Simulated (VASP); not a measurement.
## CoO: single point with PBEsol

The system is CoO.

```xyz
2
Lattice="0.0000 2.1745 2.1745 2.1745 0.0000 2.1745 2.1745 2.1745 0.0000" Properties=species:S:1:pos:R:3 pbc="T T T"
Co    0.0000    0.0000    0.0000
O     1.0872    1.0872    1.0872
```

```json
{"Program": "VASP 6.6.1", "Task": "single point", "Functional": "PBEsol", "Potentials or basis": "VASP PAW PBE potentials, release 64 (Co, O)", "Cutoff": "520 eV", "k mesh": "16 × 16 × 16", "Occupations": "gaussian, width 0.1 eV", "Spin": "collinear spin, ferromagnetic start", "Starting moments": "[2.77, 0.57] μB", "Fixed moment": "3.5 μB"}
```

| Item | Value |
| --- | --- |
| Pressure | 21.0 GPa |
| Net moment | 3.50 μB per cell |
| Site moments | Co +2.76; O +0.51 μB |
| Valence electrons inside the program's atomic spheres | Co 8.13; O 5.04 |

It took 35 s on 1 thread of Intel(R) Xeon(R) 6975P-C (Granite Rapids), with other jobs on the host, peak memory 0.21 GiB.

Caveat: the cell stands under pressure; the PAW data sets were made with another functional, which shifts forces and pressure a little; the total moment is fixed, so each spin has its own Fermi level; a cell with one magnetic atom can't hold antiferromagnetic order, which such compounds often take.
